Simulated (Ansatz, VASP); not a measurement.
SnSe: VASP beside Ansatz

File INCAR:

```
PREC = Accurate
ENCUT = 520
EDIFF = 1E-6
ISMEAR = 0
SIGMA = 0.05
LREAL = False
LASPH = True
NELM = 100
ALGO = Normal
ISIF = 2
LWAVE = False
LCHARG = True
LELF = True
LVHAR = True
NBANDS = 50
```

Contents of KPOINTS:

```
regular mesh
0
Gamma
  6 6 6
```

File POSCAR:

```
SnSe
1.0
    5.8932955401      0.0000000000      0.0000000000
    0.0000000000     -5.8932955401      0.0000000000
    0.0000000000      0.0000000000     -5.8932955401
Sn Se
4 4
Direct
    0.0000000000      0.0000000000      0.0000000000
    0.5000000000      0.5000000000      0.0000000000
    0.5000000000      0.0000000000      0.5000000000
    0.0000000000      0.5000000000      0.5000000000
    0.5000000000      0.0000000000      0.0000000000
    0.0000000000      0.5000000000      0.0000000000
    0.0000000000      0.0000000000      0.5000000000
    0.5000000000      0.5000000000      0.5000000000
```

Input for Ansatz:

```yaml
crystal:
  lattice:
    - [5.8932955401, 0.0, 0.0]
    - [0.0, -5.8932955401, 0.0]
    - [0.0, 0.0, -5.8932955401]
  atoms:
    - { symbol: Sn, position: [0.0, 0.0, 0.0] }
    - { symbol: Sn, position: [0.5, 0.5, 0.0] }
    - { symbol: Sn, position: [0.5, 0.0, 0.5] }
    - { symbol: Sn, position: [0.0, 0.5, 0.5] }
    - { symbol: Se, position: [0.5, 0.0, 0.0] }
    - { symbol: Se, position: [0.0, 0.5, 0.0] }
    - { symbol: Se, position: [0.0, 0.0, 0.5] }
    - { symbol: Se, position: [0.5, 0.5, 0.5] }
basis:
  ecutwfc: 420
kpoints:
  mp_grid: { grid: [6, 6, 6] }
hamiltonian:
  xc: lda
scf:
  occupations: { method: gaussian, width: 0.05 }
output:
  forces: true
  stress: true
  eigenvalues: true
```

Alike in both runs: task single point; functional LDA; k mesh 6 × 6 × 6; occupations gaussian, width 0.05 eV; no spin polarisation.

|  | VASP | Ansatz |
| --- | --- | --- |
| version | VASP 6.6.1 | Ansatz 0.2.0 |
| potentials or method | VASP PAW LDA potentials, release 64 (Sn_d, Se), cutoff 520 eV | scalar-relativistic, plane waves, PAW |
| valence electrons in the cell | 80 | 120 |

|  | VASP | Ansatz | Ansatz less VASP |
| --- | --- | --- | --- |
| gap on the k mesh at the Fermi level (eV) | 0.31 | 0.32 | +0.007 |
| least direct gap on the mesh (eV) | 0.31 | 0.32 | +0.007 |
| pressure (GPa) | 0.2 | 0.1 | -0.10 |

LDA's correlation is that of Perdew and Zunger in VASP and of Perdew and Wang (1992) in Ansatz. VASP's potentials hold 80 valence electrons a cell and Ansatz's 120, so a difference there can come from the potentials and not from the codes.
